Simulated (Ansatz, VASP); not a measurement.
# TaTeP in VASP and in Ansatz

```
Ta Te P
1.0
     3.48261    0.00000    0.00000
     0.00000    3.48261    0.00000
     0.00000    0.00000    5.66646
Ta Te P
1 1 1
Direct
  0.50000 0.50000 0.50000
  0.50000 0.50000 0.00000
  0.00000 0.00000 0.50000
```

Alike in both runs: functional PBE; k mesh 14 × 14 × 8; occupations gaussian, width 0.1 eV; no spin polarisation.

Ansatz relaxed the structure, and its values are those at the end. VASP's run is a single point on that final structure, the one shown.

|  | VASP | Ansatz |
| --- | --- | --- |
| version | VASP 6.6.1 | Ansatz 0.2.0 |
| potentials or method | VASP PAW PBE potentials, release 64 (Ta_pv, Te, P), cutoff 520 eV | scalar-relativistic, plane waves, PAW |
| valence electrons in the cell | 22 | 34 |

|  | VASP | Ansatz | Ansatz less VASP |
| --- | --- | --- | --- |
| gap on the k mesh at the Fermi level (eV) | none | none | - |
| pressure (GPa) | 0.0 | 0.0 | -0.02 |

A gap of «none» marks a metal or a gap that the smearing closes. With one functional, cell and mesh, what is left measures potentials, basis and numerics. VASP's potentials hold 22 valence electrons a cell and Ansatz's 34, so a difference there can come from the potentials and not from the codes.

Spin-orbit coupling is off throughout.
